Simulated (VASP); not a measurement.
# SnSe2 (R-3m) in VASP: further runs

The runs below take SnSe2 through single point, with r2SCAN+D4, r2SCAN.

All numbers are computed with VASP 6.6.1; they aren't measurements. Logs are shortened: lines on timing, memory, paths and dates and some standing lists are left out, and cuts for length are marked.

## Step 1: The cell of the first run

The structure is trigonal, space group R-3m (No. 166). The conventional cell has a = 3.825 Å, b = 3.825 Å, c = 19.005 Å, α = 90.00°, β = 90.00°, γ = 120.00°. Sn (site symmetry -3m) has 6 Se at 2.71 Å within 3.6 Å. Se (site symmetry 3m) has 3 Sn at 2.71 Å within 3.6 Å.

## Step 2: Single point, r2SCAN+D4

POSCAR

```
SnSe2
1.0
    1.9122916090      1.1040620752      6.3350940106
   -1.9122916090      1.1040620752      6.3350940106
    0.0000000000     -2.2081241505      6.3350940106
Sn Se
1 2
Direct
    0.0000000000      0.0000000000      0.0000000000
    0.2505568934      0.2505568934      0.2505568934
    0.7494431066      0.7494431066      0.7494431066
```

INCAR.step1

```
SYSTEM = SnSe2
ALGO     = Normal         ! electronic algorithm
EDIFF    = 1E-4           ! SCF threshold, eV
ENCUT    = 520            ! plane-wave cutoff, eV
GGA      = PE             ! functional
ISMEAR   = 0              ! smearing method
LASPH    = .TRUE.         ! aspherical terms in the spheres
LCHARG   = .FALSE.        ! write CHGCAR
LREAL    = .FALSE.        ! projectors in reciprocal space
LWAVE    = .TRUE.         ! write WAVECAR
NBANDS   = 20             ! bands
NELM     = 100            ! most SCF steps
PREC     = Accurate       ! precision mode
SIGMA    = 0.01           ! smearing width, eV
```

INCAR.step2

```
SYSTEM = SnSe2
ALGO     = Normal         ! electronic algorithm
EDIFF    = 1E-6           ! SCF threshold, eV
ENCUT    = 520            ! plane-wave cutoff, eV
ISIF     = 2              ! what is computed and relaxed
ISMEAR   = 0              ! smearing method
ISTART   = 1            
IVDW     = 13             ! dispersion correction
LASPH    = .TRUE.         ! aspherical terms in the spheres
LCHARG   = .FALSE.        ! write CHGCAR
LMIXTAU  = .TRUE.       
LREAL    = .FALSE.        ! projectors in reciprocal space
LWAVE    = .FALSE.        ! write WAVECAR
METAGGA  = R2SCAN         ! meta-GGA
NBANDS   = 20             ! bands
NELM     = 100            ! most SCF steps
PREC     = Accurate       ! precision mode
SIGMA    = 0.01           ! smearing width, eV
VDW_A1   = 0.51559235   
VDW_A2   = 5.77342911   
VDW_S6   = 1.0          
VDW_S8   = 0.6018749
```

KPOINTS

```
k-points
0
G
  6 6 6
  0 0 0
```

Potentials or basis: VASP PAW PBE potentials, release 64 (Sn_d, Se).

Run with:

```console
$ cat potpaw_PBE.64/Sn_d/POTCAR potpaw_PBE.64/Se/POTCAR > POTCAR
$ cp INCAR.step1 INCAR
$ mpirun -np 1 vasp_std > vasp.out
$ cp INCAR.step2 INCAR
$ mpirun -np 1 vasp_std > vasp.out
```

OUTCAR:

```text
SYSTEM = SnSe2
   EDIFF = 1E-6
   ENCUT = 520
   ISIF = 2
   ISMEAR = 0
   ISTART = 1
   IVDW = 13
   LASPH = .TRUE.
   LREAL = .FALSE.
   METAGGA = R2SCAN
   NELM = 100
   PREC = Accurate

 ion  position               nearest neighbor table
   1  0.000  0.000  0.000-   3 2.71   3 2.71   2 2.71   2 2.71   3 2.71   2 2.71
   2  0.251  0.251  0.251-   1 2.71   1 2.71   1 2.71
   3  0.749  0.749  0.749-   1 2.71   1 2.71   1 2.71

  LATTYP: Found a trigonal (rhomboedric) cell.
 ALAT       =     6.7088917406
 COS(alpha) =     0.8375062480

  Lattice vectors:

 A1 = (   1.9122916090,   1.1040620752,   6.3350940106)
 A2 = (  -1.9122916090,   1.1040620752,   6.3350940106)
 A3 = (   0.0000000000,  -2.2081241505,   6.3350940106)

Analysis of symmetry for initial positions (statically):
=====================================================================
 Subroutine PRICEL returns:
 Original cell was already a primitive cell.

 Routine SETGRP: Setting up the symmetry group for a
 trigonal (rhombohedral) supercell.

 Subroutine GETGRP returns: Found 12 space group operations
 (whereof 12 operations were pure point group operations)
 out of a pool of 12 trial point group operations.

The static configuration has the point symmetry D_3d.

Analysis of symmetry for dynamics (positions and initial velocities):
=====================================================================
 Subroutine PRICEL returns:
 Original cell was already a primitive cell.

 Routine SETGRP: Setting up the symmetry group for a
 trigonal (rhombohedral) supercell.

 Subroutine GETGRP returns: Found 12 space group operations
 (whereof 12 operations were pure point group operations)
 out of a pool of 12 trial point group operations.

The dynamic configuration has the point symmetry D_3d.

 Subroutine INISYM returns: Found 12 space group operations
 (whereof 12 operations are pure point group operations),
 and found     1 'primitive' translations

----------------------------------------------------------------------------------------

                                     Primitive cell

  volume of cell :      80.2513

  direct lattice vectors                    reciprocal lattice vectors
     1.912291609  1.104062075  6.335094011     0.261466399  0.150957696  0.052616951
    -1.912291609  1.104062075  6.335094011    -0.261466399  0.150957696  0.052616951
     0.000000000 -2.208124151  6.335094011     0.000000000 -0.301915391  0.052616951

  length of vectors
     6.708891741  6.708891741  6.708891741     0.306466062  0.306466062  0.306466062

  position of ions in fractional coordinates (direct lattice)
     0.000000000  0.000000000  0.000000000
     0.250556893  0.250556893  0.250556893
     0.749443107  0.749443107  0.749443107

  ion indices of the primitive-cell ions
   primitive index   ion index
                 1           1
                 2           2
                 3           3

----------------------------------------------------------------------------------------

 KPOINTS: k-points

Automatic generation of k-mesh.
 Grid dimensions read from file:
 generate k-points for:    6    6    6

 Generating k-lattice:

  Cartesian coordinates                     Fractional coordinates (reciprocal lattice)
     0.043577733  0.025159616  0.008769492     0.166666667  0.000000000  0.000000000
    -0.043577733  0.025159616  0.008769492     0.000000000  0.166666667  0.000000000
     0.000000000 -0.050319232  0.008769492    -0.000000000 -0.000000000  0.166666667

  Length of vectors
     0.051077677  0.051077677  0.051077677

  Shift w.r.t. Gamma in fractional coordinates (k-lattice)
     0.000000000  0.000000000  0.000000000

 Subroutine IBZKPT returns following result:
 ===========================================

 Found     32 irreducible k-points:

 Following reciprocal coordinates:
            Coordinates               Weight
  0.000000  0.000000  0.000000      1.000000
  0.166667  0.000000  0.000000      6.000000
  0.333333  0.000000  0.000000      6.000000
  0.500000  0.000000  0.000000      3.000000
  0.166667  0.166667  0.000000      6.000000
  0.333333  0.166667  0.000000     12.000000
[... 16 lines left out ...]
  0.500000  0.500000  0.166667      6.000000
 -0.333333  0.500000  0.166667     12.000000
 [... further k-points ...]
   k-points           NKPTS =     32   k-points in BZ     NKDIM =     32   number of bands    NBANDS=     20
   number of dos      NEDOS =    301   number of ions     NIONS =      3
   total plane-waves  NPLWV = 125000
   dimension x,y,z NGX =    50 NGY =   50 NGZ =   50
   dimension x,y,z NGXF=   100 NGYF=  100 NGZF=  100
   ions per type =               1   2
   NGX,Y,Z   is equivalent  to a cutoff of  12.39, 12.39, 12.39 a.u.
   NGXF,Y,Z  is equivalent  to a cutoff of  24.78, 24.78, 24.78 a.u.
 SYSTEM =  SnSe2
   PREC   = accura    normal or accurate (medium, high low for compatibility)
   ISTART =      1    job   : 0-new  1-cont  2-samecut
   ICHARG =      0    charge: 1-file 2-atom 10-const
   ISPIN  =      1    spin polarized calculation?
   LNONCOLLINEAR =      F non collinear calculations
   LSORBIT =      F    spin-orbit coupling
   LASPH  =      T    aspherical Exc in radial PAW
   ENCUT  =  520.0 eV  38.22 Ry    6.18 a.u.  12.47 12.47 12.47*2*pi/ulx,y,z
   NELM   =    100;   NELMIN=  2; NELMDL=  0     # of ELM steps
   EDIFF  = 0.1E-05   stopping-criterion for ELM
   LREAL  =      F    real-space projection
   EDIFFG = 0.1E-04   stopping-criterion for IOM
   NSW    =      0    number of steps for IOM
   IBRION =     -1    ionic relax: 0-MD 1-quasi-New 2-CG
   NFREE  =      0    steps in history (QN), initial steepest desc. (CG)
   ISIF   =      2    stress and relaxation
   ISYM   =      2    0-nonsym 1-usesym 2-fastsym
   POTIM  = 0.5000    time-step for ionic-motion
   TEBEG  =    0.0;   TEEND  =   0.0 temperature during run
   PSTRESS=    0.0 pullay stress
   NELECT =      26.0000    total number of electrons
   NUPDOWN=      -1.0000    fix difference up-down
   EMIN   =  10.00;   EMAX   =-10.00  energy-range for DOS
   EFERMI =   0.00;   METHOD = LEGACY
   ISMEAR =     0;   SIGMA  =   0.01  broadening in eV -4-tet -1-fermi 0-gaus
   EFERMI_NEDOS =   21; number of points for ismear=-14 and -15
   IALGO  =     38    algorithm
   IMIX   =      4    mixing-type and parameters
     AMIX     =   0.40;   BMIX     =  1.00
     AMIX_MAG =   1.60;   BMIX_MAG =  1.00
  volume/ion in A,a.u.               =      26.75       180.52
  Fermi-wavevector in a.u.,A,eV,Ry     =   1.124386  2.124781 17.201072  1.264243
  Thomas-Fermi vector in A             =   2.261057
   LORBIT       =      0    0 simple, 1 ext, 2 COOP (PROOUT), +10 PAW based schemes
   METAGGA = R2SCAN    functional components
   LHFCALC =     F    Hartree Fock is set to
   AEXX    =    0.0000 exact exchange contribution
   IVDW    =    13    specifies the selected vdW correction
   LEPSILON=     F    determine dielectric tensor
   LRPA    =     F    only Hartree local field effects (RPA)
 non-spin polarized calculation
 Gauss-broadening in eV      SIGMA  =   0.01
  energy-cutoff  :      520.00
  volume of cell :       80.25
 maximum number of plane-waves:      2184
 NGX is ok and might be reduce to    50
   NGX = 25   NGY = 25   NGZ = 25

 number of electron      26.0000004 magnetization

 Free energy of the ion-electron system (eV)
  ---------------------------------------------------
  ext. energy  EPLUGINS =         0.00000000
  ---------------------------------------------------
  free energy    TOTEN  =       -54.60764109 eV

  energy without entropy =      -54.60764109  energy(sigma->0) =      -54.60764109

 E-fermi :   3.5567     XC(G=0):  -9.8061

 val. band max:        3.4829806936   @ k =  -0.1667   0.1667   0.0000
 cond. band min:       4.0635231216   @ k =   0.5000   0.5000   0.0000
 fundamental gap:      0.5805424280
 Fermi energy:         3.5567154875

 k-point     1 :       0.0000    0.0000    0.0000
  band No.  band energies     occupation
      1     -18.4181      2.00000
      2     -18.4181      2.00000
      3     -18.3628      2.00000
      4     -18.3546      2.00000
      5     -18.3546      2.00000
      6     -10.7783      2.00000
[... 12 lines left out ...]
     19      12.5878      0.00000
     20      12.5878      0.00000

 k-point     2 :       0.1667    0.0000    0.0000
  band No.  band energies     occupation
      1     -18.4320      2.00000
      2     -18.4101      2.00000
      3     -18.3612      2.00000
      4     -18.3540      2.00000
      5     -18.3519      2.00000
      6     -10.4978      2.00000
[... 12 lines left out ...]
     19      12.8967      0.00000
     20      13.1690      0.00000

 k-point     3 :       0.3333    0.0000    0.0000
  band No.  band energies     occupation
      1     -18.4626      2.00000
      2     -18.4000      2.00000
      3     -18.3710      2.00000
      4     -18.3404      2.00000
      5     -18.3369      2.00000
      6      -9.7492      2.00000
[... 12 lines left out ...]
     19      12.7198      0.00000
     20      13.8639      0.00000

 k-point     4 :       0.5000    0.0000    0.0000
  band No.  band energies     occupation
      1     -18.4784      2.00000
      2     -18.3978      2.00000
      3     -18.3755      2.00000
      4     -18.3318      2.00000
      5     -18.3281      2.00000
      6      -9.0700      2.00000
[... 429 lines left out ...]
 k-point    23 :       0.5000    0.5000    0.1667
  band No.  band energies     occupation
      1     -18.4626      2.00000
      2     -18.4000      2.00000
      3     -18.3710      2.00000
      4     -18.3404      2.00000
      5     -18.3368      2.00000
      6      -9.6694      2.00000
[... 12 lines left out ...]
     19      13.1862      0.00000
     20      14.2674      0.00000

 k-point    24 :      -0.3333    0.5000    0.1667
  band No.  band energies     occupation
      1     -18.4635      2.00000
      2     -18.4108      2.00000
      3     -18.3671      2.00000
      4     -18.3419      2.00000
      5     -18.3289      2.00000
      6      -9.1413      2.00000
[... 12 lines left out ...]
     19      13.1290      0.00000
     20      14.7449      0.00000

 [... further k-points ...]

------------------------ aborting loop because EDIFF is reached ----------------------------------------

  DFT-D4 for vdW energy calculation

  Edisp (eV):   -0.39872

  FORCE on cell =-STRESS in cart. coord.  units (eV):
  Direction    XX          YY          ZZ          XY          YZ          ZX
  --------------------------------------------------------------------------------------
  -------------------------------------------------------------------------------------
  Total       0.14973     0.14973     0.05958     0.00000    -0.00000     0.00000
  in kB       2.98934     2.98934     1.18939     0.00000    -0.00000     0.00000
  external pressure =        2.39 kB  Pullay stress =        0.00 kB

 VOLUME and BASIS-vectors are now :
 -----------------------------------------------------------------------------
  energy-cutoff  :      520.00
  volume of cell :       80.25
      direct lattice vectors                 reciprocal lattice vectors
     1.912291609  1.104062075  6.335094011     0.261466399  0.150957696  0.052616951
    -1.912291609  1.104062075  6.335094011    -0.261466399  0.150957696  0.052616951
     0.000000000 -2.208124151  6.335094011     0.000000000 -0.301915391  0.052616951

 POSITION                                       TOTAL-FORCE (eV/Angst)
 -----------------------------------------------------------------------------------
      0.00000      0.00000      0.00000        -0.000000     -0.000000      0.000000
      0.00000     -0.00000      4.76190         0.000000     -0.000000      0.014724
      0.00000     -0.00000     14.24338         0.000000      0.000000     -0.014724
 -----------------------------------------------------------------------------------
    total drift:                                0.000000      0.000000      0.000000

  FREE ENERGIE OF THE ION-ELECTRON SYSTEM (eV)
  ---------------------------------------------------
  free  energy   TOTEN  =       -55.0063586122 eV

  energy  without entropy=      -55.0063586122  energy(sigma->0) =      -55.00635861
```

Run time: 4.2 min. Hardware: 1 thread of Intel Xeon 6975P-C (Granite Rapids), shared host; peak memory 0.4 GiB.

Results:

- Free energy: -55.0064 eV
- Pressure: 0.2 GPa
- Largest force: 0.015 eV/Å
- Band gap on the k mesh: 0.58 eV (least direct gap 0.82 eV)
- Dispersion energy per atom: -0.133 eV

Forces on the atoms (eV/Å):
```
Sn   0.000  0.000  0.000
Se   0.000  0.000  0.015
Se   0.000  0.000 -0.015
```

Levels at points of the mesh, in eV from the valence-band top:
| k point | band 10 | band 11 | band 12 | band 13 | band 14 | band 15 | band 16 | band 17 |
| --- | --- | --- | --- | --- | --- | --- | --- | --- |
| (0.00, 0.00, 0.00) | -0.58 | -0.30 | -0.30 | -0.23 | 1.43 | 3.52 | 4.88 | 4.88 |
| (0.50, 0.00, 0.00) | -2.65 | -2.39 | -1.43 | -0.64 | 1.40 | 4.38 | 6.57 | 6.73 |
| (0.50, 0.50, 0.00) | -2.54 | -2.25 | -0.31 | -0.24 | 0.58 | 4.24 | 5.55 | 5.85 |
| (0.50, 0.50, 0.50) | -0.71 | -0.71 | -0.17 | -0.17 | 2.78 | 3.56 | 4.96 | 4.96 |

Caveat: the PAW data sets were made with another functional, which shifts forces and pressure a little; spin-orbit coupling is left out, which moves the levels of the heavy elements.

(Continued in part 2 of 2.)
